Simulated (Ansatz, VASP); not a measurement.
**BeN in VASP and in Ansatz**

```
Be N
1.0
     1.32211    0.76332    2.49770
    -1.32211    0.76332    2.49770
     0.00000   -1.52664    2.49770
Be N
1 1
Direct
  0.98559 0.98559 0.98559
  0.76566 0.76566 0.76566
```

Alike in both runs: functional PBE; k mesh 9 × 9 × 9; occupations gaussian, width 0.1 eV; no spin polarisation.

Ansatz relaxed the structure, and its values are those at the end. VASP's run is a single point on that final structure, the one shown.

```csv
,VASP,Ansatz
version,VASP 6.6.1,Ansatz 0.2.0
potentials or method,"VASP PAW PBE potentials, release 64 (Be, N), cutoff 520 eV","scalar-relativistic, plane waves, PAW"
valence electrons in the cell,7,7
```

```csv
,VASP,Ansatz,Ansatz less VASP
gap on the k mesh at the Fermi level (eV),none,none,-
pressure (GPa),0.2,0.0,-0.14
rms of the force components (eV/Å),0.006,0.001,-0.0053
```

A gap of «none» marks a metal or a gap that the smearing closes. With one functional, cell and mesh, what is left measures potentials, basis and numerics.
